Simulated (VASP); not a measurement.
A run of VASP 6.6.1 is set up as follows.

File INCAR:

```
SYSTEM = LiC3
  PREC = Accurate
  ENCUT = 520
  EDIFF = 1E-6
  ISMEAR = 0
  SIGMA = 0.2
  LREAL = .FALSE.
  LASPH = .TRUE.
  NELM = 60
  ALGO = Normal
  ISIF = 2
  LWAVE = .FALSE.
  LCHARG = .FALSE.
  GGA = PE
  NBANDS = 25
```

The input KPOINTS:

```
regular mesh
0
G
  6 6 6
  0 0 0
```

File POSCAR:

```
LiC3
1.0
    0.0000000000      0.0000000000      3.6027897076
    4.3942962154      0.0000000000      0.0000000000
   -2.1971481077      3.8055721543      0.0000000000
Li C
2 6
Direct
    0.5000000000      0.3333333333      0.6666666667
    0.5000000000      0.6666666667      0.3333333333
    0.0000000000      0.3324143851      0.3324143851
    1.0000000000      1.0000000000      0.6675856149
    0.0000000000      0.6675856149      0.0000000000
    0.0000000000      1.0000000000      0.3324143851
    1.0000000000      0.6675856149      0.6675856149
    0.0000000000      0.3324143851      0.0000000000
```

Potentials or basis: VASP PAW PBE potentials, release 64 (Li_sv, C).

The run is started by

```sh
$ cat potpaw_PBE.64/Li_sv/POTCAR potpaw_PBE.64/C/POTCAR > POTCAR
$ mpirun -np 1 vasp_std > vasp.out
```

**Question.** What does it give for the band gap on the k mesh?

**Answer.** Zero (band 15 reaches 10.15 eV, above the bottom of band 16 at 4.69 eV).

**Question.** Predict the largest force.

**Answer.** 0.017 eV/Å.

Forces on the atoms (eV/Å):
```
Li   0.000  0.000  0.000
Li   0.000  0.000  0.000
C    0.009  0.015  0.000
C    0.009 -0.015  0.000
C   -0.017  0.000  0.000
C   -0.009  0.015  0.000
C   -0.009 -0.015  0.000
C    0.017  0.000  0.000
```
